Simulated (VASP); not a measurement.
Pd:

```
Pd
1.0
     1.54500    1.54500    1.54500
    -1.54500    1.54500    1.54500
    -1.54500   -1.54500    1.54500
Pd
1
Cartesian
  0.0000 0.0000 0.0000
```

* Program: VASP 6.6.1
* Task: relaxation of cell and atoms
* Functional: LDA
* Potentials or basis: VASP PAW LDA potentials, release 64 (Pd)
* Cutoff: 600 eV
* k mesh: 10 × 10 × 10
* Occupations: methfessel-paxton, width 0.1 eV
* Spin: no spin polarisation

At the start: pressure -7.2 GPa; volume 14.75 Å³/atom.

How do energy, volume and symmetry change on relaxing?

Over 4 steps the energy falls by 12.0 meV/atom and the volume is 14.24 Å³/atom (-3.5 %); space group Im-3m (No. 229, to 0.05 Å).

Step by step:
| step | energy change (eV) | largest force (eV/Å) | pressure (GPa) | volume (Å³) |
| --- | --- | --- | --- | --- |
| 1 | 0.0000 | 0.0000 | -7.19 | 14.75 |
| 2 | 0.0292 | 0.0000 | 16.43 | 13.38 |
| 3 | -0.0120 | 0.0000 | -0.15 | 14.25 |
| 4 | -0.0120 | 0.0000 | -0.01 | 14.24 |

Final structure:
```yaml
crystal:
  lattice:
    - [1.52689, 1.52689, 1.52689]
    - [-1.52689, 1.52689, 1.52689]
    - [-1.52689, -1.52689, 1.52689]
  atoms:
    - { symbol: Pd, position: [0.00000, 0.00000, 0.00000] }
```
